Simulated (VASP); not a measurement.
Wanted: the native input for a VASP 6.6.1 run.

```
Task                   : single point
Functional             : LDA
Potentials or basis    : VASP PAW LDA potentials, release 64 (Ba_sv, Ti_sv, O)
Cutoff                 : 600 eV
k mesh                 : 7 × 7 × 7
Occupations            : fermi-dirac, width 0.05 eV
Spin                   : no spin polarisation
Hubbard terms          : Ti d U = 8.0 eV
Dipole correction      : no
Further INCAR settings : ALGO = Normal; EDIFF = 1e-06; NBANDS = 28
```

The structure of BaTiO3 lies in POSCAR:

```
BaTiO3
1.0
    3.7045201400     -0.0164086700      0.1850707500
   -0.0164086700      4.1845119100      0.0252851300
    0.1859128600      0.0254001800      3.8917432000
Ba Ti O
1 1 3
Direct
    0.0079135000      0.8826144600      0.9595903500
    0.5057494400      0.4221216700      0.5978274100
    0.4583818900      0.7889325800      0.9816514100
    0.5577995400      0.8957006400      0.4656881200
    0.9701556400      0.5106306500      0.4952427000
```

The input as run:

INCAR

```
PREC     = Accurate       # precision mode
ENCUT    = 600            # plane-wave cutoff, eV
EDIFF    = 1E-6           # SCF threshold, eV
ISMEAR   = -1             # smearing method
SIGMA    = 0.05           # smearing width, eV
LREAL    = False          # projectors in reciprocal space
LASPH    = True           # aspherical terms in the spheres
NELM     = 200            # most SCF steps
ALGO     = Normal         # electronic algorithm
ISIF     = 2              # what is computed and relaxed
LWAVE    = False          # write WAVECAR
LCHARG   = True           # write CHGCAR
LMAXMIX  = 4              # l up to which the mixer works
LDAU     = True           # DFT+U
LDAUTYPE = 2            
LDAUL    = -1 2 -1        # shell
LDAUU    = 0 8 0          # U, eV
LDAUJ    = 0 0 0        
LDAUPRINT= 1            
LELF     = True           # ELF
LVHAR    = True         
NBANDS   = 28             # bands
GGA_COMPAT= False
```

KPOINTS

```
regular mesh
0
Gamma
  7 7 7
```

Potentials or basis: VASP PAW LDA potentials, release 64 (Ba_sv, Ti_sv, O).

Command:

```console
$ cat potpaw_LDA.64/Ba_sv/POTCAR potpaw_LDA.64/Ti_sv/POTCAR potpaw_LDA.64/O/POTCAR > POTCAR
$ mpirun -np 1 vasp_std > vasp.out
```

Results of the run:

```json
{
 "Pressure": "66.9 GPa",
 "Largest force": "15.294 eV/Å",
 "Band gap on the k mesh": "zero (bands 20 and 21 overlap by 0.25 eV)"
}
```

Caveat: the cell stands under pressure; spin-orbit coupling is left out, which moves the levels of the heavy elements; U without spin polarisation on a metal has little footing; forces of over 1 eV/Å act on the atoms, so gaps and moduli don't describe the material at rest.

Wall time 3.1 min on 1 thread of Intel(R) Xeon(R) 6975P-C (Granite Rapids) (shared host), peak memory 0.43 GiB.
